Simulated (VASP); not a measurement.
TaC:

```
CELL_PARAMETERS angstrom
0.00000 2.22300 2.22300
2.22300 0.00000 2.22300
2.22300 2.22300 0.00000
ATOMIC_POSITIONS crystal
Ta 0.00000 0.00000 0.00000
C 0.50000 0.50000 0.50000
```

| Property | Result |
| --- | --- |
| Program | VASP 6.6.1 |
| Task | relaxation of cell and atoms |
| Functional | PBE |
| Potentials or basis | VASP PAW PBE potentials, release 64 (Ta_pv, C) |
| Cutoff | 600 eV |
| k mesh | 13 × 13 × 13 |
| Occupations | fermi-dirac, width 0.1 eV |
| Spin | no spin polarisation |

At the start: pressure 7.4 GPa; volume 10.99 Å³/atom.

Q: Where does the relaxation end?

A: Over 3 steps the energy falls by 5.5 meV/atom and the volume is 11.23 Å³/atom (+2.2 %); space group Fm-3m (No. 225, to 0.1 Å) before and after.

Step by step:
| step | energy change (eV) | largest force (eV/Å) | pressure (GPa) | volume (Å³) |
| --- | --- | --- | --- | --- |
| 1 | 0.0000 | 0.0000 | 7.39 | 21.97 |
| 2 | 0.0454 | 0.0000 | -14.76 | 23.62 |
| 3 | -0.0109 | 0.0000 | -0.12 | 22.46 |

Final structure:
```xyz
2
Lattice="0.0000 2.2395 2.2395 2.2395 0.0000 2.2395 2.2395 2.2395 0.0000" Properties=species:S:1:pos:R:3 pbc="T T T"
Ta    0.0000    0.0000    0.0000
C     2.2395    2.2395    2.2395
```

Caveat: an odd number of electrons without spin polarisation forces a metal; a magnetic or distorted state may lie lower.
